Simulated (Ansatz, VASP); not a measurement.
# Li4TaO: VASP beside Ansatz

Contents of INCAR:

```
SYSTEM = Li4TaO
ALGO = Normal
EDIFF = 1E-6
ENCUT = 520
GGA = PE
ISIF = 2
ISMEAR = 0
ISPIN = 2
LASPH = .True.
LCHARG = .False.
LMAXMIX = 4
LORBIT = 11
LREAL = .False.
LWAVE = .False.
MAGMOM = 0 0 0 0 1 0
NBANDS = 28
NELM = 150
PREC = Accurate
SIGMA = 0.1
```

KPOINTS

```
k-points
0
Gamma
  4 4 4
  0 0 0
```

The input POSCAR:

```
Li4TaO
1.0
    7.2442760169      0.0000000000      0.0000000000
    0.0000000000      7.2442760169      0.0000000000
    0.0000000000      0.0000000000      3.8993441380
Li Ta O
4 1 1
Direct
    0.7990652214      0.5000000000      0.0000000000
    0.2009347786      0.5000000000      0.0000000000
    0.5000000000      0.7990652214      0.0000000000
    0.5000000000      0.2009347786      0.0000000000
    0.5000000000      0.5000000000      0.5000000000
    0.5000000000      0.5000000000      0.0000000000
```

Input for Ansatz:

```yaml
crystal:
  lattice:
    - [7.2442760169, 0.0, 0.0]
    - [0.0, 7.2442760169, 0.0]
    - [0.0, 0.0, 3.899344138]
  atoms:
    - { symbol: Li, position: [0.7990652214, 0.5, 0.0] }
    - { symbol: Li, position: [0.2009347786, 0.5, 0.0] }
    - { symbol: Li, position: [0.5, 0.7990652214, 0.0] }
    - { symbol: Li, position: [0.5, 0.2009347786, 0.0] }
    - { symbol: Ta, position: [0.5, 0.5, 0.5], spin: 1.0 }
    - { symbol: O, position: [0.5, 0.5, 0.0] }
basis:
  ecutwfc: 420
kpoints:
  mp_grid: { grid: [4, 4, 4] }
hamiltonian:
  xc: pbe
scf:
  occupations: { method: gaussian, width: 0.1 }
  lower_state_search: "off"
output:
  forces: true
  stress: true
  eigenvalues: true
  populations: true
magnetization:
  spin_polarized: true
```

Alike in both runs: task single point; functional PBE; k mesh 4 × 4 × 4; occupations gaussian, width 0.1 eV; collinear spin.

|  | VASP | Ansatz |
| --- | --- | --- |
| version | VASP 6.6.1 | Ansatz 0.2.0 |
| potentials or method | VASP PAW PBE potentials, release 64 (Li_sv, Ta_pv, O), cutoff 520 eV | scalar-relativistic, plane waves, PAW |
| valence electrons in the cell | 29 | 31 |

```csv
,VASP,Ansatz,Ansatz less VASP
gap on the k mesh at the Fermi level (eV),none,none,-
rms of the force components (eV/Å),0.026,0.028,+0.0020
net moment per atom (μB),0.37,0.37,0.000
size of the moment on the site where the two differ most (μB),1.38,0.62,-0.753
```

Site moments also hang on the region over which each program counts them. Atom by atom the forces differ by 0.002 eV/Å (rms over components). A gap of «none» marks a metal or a gap that the smearing closes. VASP's potentials hold 29 valence electrons a cell and Ansatz's 31, so a difference there can come from the potentials and not from the codes.

The k mesh is coarse, so the values compare programs but aren't converged. Neither program's run includes spin-orbit coupling. Noted on VASP's run: the cutoff is short for stress, so the pressure is rough.
